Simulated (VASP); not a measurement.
A run of VASP 6.6.1 is set up as follows.

File POSCAR:

```
LiSi16
1.0
    0.0000000000      5.4300000000      5.4300000000
    5.4300000000      0.0000000000      5.4300000000
    5.4300000000      5.4300000000      0.0000000000
Si Li
16 1
Direct
   -0.0040522099     -0.0007203499     -0.0005034070
    0.1034568140      0.1321726519      0.1323986188
   -0.0040600368     -0.0007209945      0.5057038674
    0.1291694291      0.1194390424      0.6259060773
   -0.0040516575      0.5054750460     -0.0005023020
    0.1291555249      0.6256890424      0.1196671271
    0.0216617864      0.4927680479      0.4930002762
    0.1291662063      0.6256873849      0.6259070902
    0.4749906998      0.0083179558      0.0085693370
    0.6217636280      0.1189341621      0.1191584715
    0.5033711786     -0.0154372928      0.5062450276
    0.6217548803      0.1189248619      0.6405950276
    0.5033612339      0.5060098527     -0.0151792818
    0.6217648250      0.6403383057      0.1191605893
    0.5033693370      0.5060196133      0.5062420810
    0.6501536832      0.6165945672      0.6168507366
    0.5621811234      0.3125687845      0.3128676796
```

Contents of INCAR.step1:

```
SYSTEM = LiSi16
  PREC = Accurate
  ENCUT = 520
  ISMEAR = 0
  SIGMA = 0.02
  LREAL = Auto
  LASPH = .TRUE.
  NELM = 100
  NELECT = 66.0
  NBANDS = 48
  GGA = PE
  ALGO = Normal
  EDIFF = 1E-4
  LWAVE = .TRUE.
  LCHARG = .FALSE.
```

Contents of INCAR.step2:

```
SYSTEM = LiSi16
  PREC = Accurate
  ENCUT = 520
  EDIFF = 1E-6
  ISMEAR = 0
  SIGMA = 0.02
  LREAL = Auto
  LASPH = .TRUE.
  NELM = 100
  ALGO = Normal
  ISIF = 2
  LWAVE = .FALSE.
  LCHARG = .FALSE.
  METAGGA = R2SCAN
  LMIXTAU = .TRUE.
  NELECT = 66.0
  NBANDS = 48
  ISTART = 1
```

The input KPOINTS:

```
Automatic mesh
0
G
  2 2 2
  0 0 0
```

Potentials or basis: VASP PAW PBE potentials, release 64 (Si, Li_sv).

Launch:

```bash
$ cat potpaw_PBE.64/Si/POTCAR potpaw_PBE.64/Li_sv/POTCAR > POTCAR
$ cp INCAR.step1 INCAR
$ mpirun -np 1 vasp_std > vasp.out
$ cp INCAR.step2 INCAR
$ mpirun -np 1 vasp_std > vasp.out
```

Task: What does it give for the largest force?

Result: 0.036 eV/Å.

Forces in eV/Å, atoms in the order of the input:
```
Si  -0.031 -0.009 -0.008
Si  -0.001 -0.001  0.000
Si   0.009  0.031 -0.010
Si  -0.009  0.008 -0.027
Si   0.008 -0.009  0.031
Si  -0.009 -0.028  0.009
Si  -0.002  0.000  0.001
Si   0.026  0.008  0.009
Si   0.016 -0.019 -0.017
Si  -0.021  0.020  0.020
Si   0.019 -0.019 -0.021
Si  -0.021  0.020  0.020
Si   0.019 -0.021 -0.019
Si  -0.021  0.020  0.021
Si   0.020 -0.019 -0.019
Si  -0.018  0.015  0.017
Li   0.016  0.002 -0.006
```

Caveat: the k points lie up to 0.50 Å⁻¹ apart; the cell carries a net charge on a neutralising background, which shifts energy and pressure; the PAW data sets were made with another functional, which shifts forces and pressure a little.
